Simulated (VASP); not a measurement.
Wanted: the native input for a VASP 6.6.1 run.

- Task: relaxation of cell and atoms
- Functional: PBE
- Potentials or basis: VASP PAW PBE potentials, release 64 (Na_pv, Al, O)
- Cutoff: 600 eV
- k mesh: 6 × 6 × 6
- Occupations: gaussian, width 0.1 eV
- Spin: no spin polarisation
- Dipole correction: no
- Further INCAR settings: ALGO = Normal; EDIFF = 1e-06; IBRION = 2; EDIFFG = -0.04; NSW = 90; ISIF = 3

The structure of Na2Al2O lies in POSCAR:

```
Na2Al2O
1.0
    2.5209171100      1.4554521700      3.9912845600
   -2.5209171100      1.4554521700      3.9912845600
    0.0000000000     -2.9109043400      3.9912845600
Na Al O
2 2 1
Direct
    0.6605621500      0.6605621500      0.6605621500
    0.3394378500      0.3394378500      0.3394378500
    0.1563083100      0.1563083100      0.1563083100
    0.8436916900      0.8436916900      0.8436916900
    0.5000000000      0.5000000000      0.5000000000
```

One way to write it, as run:

INCAR

```
  PREC = Accurate
  ENCUT = 600
  EDIFF = 1E-6
  ISMEAR = 0
  SIGMA = 0.1
  LREAL = False
  LASPH = True
  NELM = 80
  ALGO = Normal
  ISIF = 3
  LWAVE = False
  LCHARG = False
  GGA = PE
  IBRION = 2
  NSW = 90
  EDIFFG = -0.04
```

KPOINTS

```
regular mesh
0
Gamma
  6 6 6
```

Potentials or basis: VASP PAW PBE potentials, release 64 (Na_pv, Al, O).

Run with:

```console
$ cat potpaw_PBE.64/Na_pv/POTCAR potpaw_PBE.64/Al/POTCAR potpaw_PBE.64/O/POTCAR > POTCAR
$ mpirun -np 1 vasp_std > vasp.out
```

Results of the run:

```yaml
Relaxed_volume: 19.49 Å³/atom
Relaxed_cell: a = 5.995 Å, b = 5.995 Å, c = 5.995 Å, α = 44.84°, β = 44.84°, γ = 44.84°
Space_group_after_relaxing_to_0.05_Å: R-3m (No. 166)
Energy_gained_by_relaxing: 640.4 meV/atom
Ionic_steps: 20
Pressure_after_relaxing: 0.1 GPa
Largest_force_after_relaxing: 0.035 eV/Å
Band_gap_on_the_k_mesh: zero (band 13 reaches 3.52 eV, above the bottom of band 14 at 2.79 eV)
```

Wall time 7.2 min on 1 thread of Intel(R) Xeon(R) 6975P-C (Granite Rapids) (shared host), peak memory 0.27 GiB.
